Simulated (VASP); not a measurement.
Input of a VASP 6.6.1 run:

Contents of INCAR:

```
PREC     = Accurate       # precision mode
ENCUT    = 600            # plane-wave cutoff, eV
EDIFF    = 1E-6           # SCF threshold, eV
ISMEAR   = -1             # smearing method
SIGMA    = 0.05           # smearing width, eV
LREAL    = False          # projectors in reciprocal space
LASPH    = True           # aspherical terms in the spheres
NELM     = 60             # most SCF steps
ALGO     = Normal         # electronic algorithm
ISIF     = 3              # what is computed and relaxed
LWAVE    = False          # write WAVECAR
LCHARG   = False          # write CHGCAR
IBRION   = 2              # ionic algorithm
NSW      = 60             # ionic steps
EDIFFG   = -0.01          # ionic threshold
```

File KPOINTS:

```
regular mesh
0
Gamma
  9 9 9
```

File POSCAR:

```
CdF2
1.0
    0.0000000000      2.6940000000      2.6940000000
    2.6940000000      0.0000000000      2.6940000000
    2.6940000000      2.6940000000      0.0000000000
Cd F
1 2
Direct
    0.0000000000      0.0000000000      0.0000000000
    0.7500000000      0.7500000000      0.7500000000
    0.2500000000      0.2500000000      0.2500000000
```

Potentials or basis: VASP PAW LDA potentials, release 64 (Cd, F).

Launch:

```console
$ cat potpaw_LDA.64/Cd/POTCAR potpaw_LDA.64/F/POTCAR > POTCAR
$ mpirun -np 1 vasp_std > vasp.out
```

(1) Estimate the relaxed cell.

(2) Predict the space group after relaxing (to 0.1 Å).

(3) Predict the band gap on the k mesh.

(4) Predict the relaxed volume.

Results:

(1) a = 3.756 Å, b = 3.756 Å, c = 3.756 Å, α = 60.00°, β = 60.00°, γ = 60.00°.

(2) Fm-3m (No. 225).

(3) 2.98 eV (least direct gap 3.37 eV).

(4) 12.48 Å³/atom.

Caveat: an odd mesh through Γ misses points on the zone boundary, where band edges can lie.
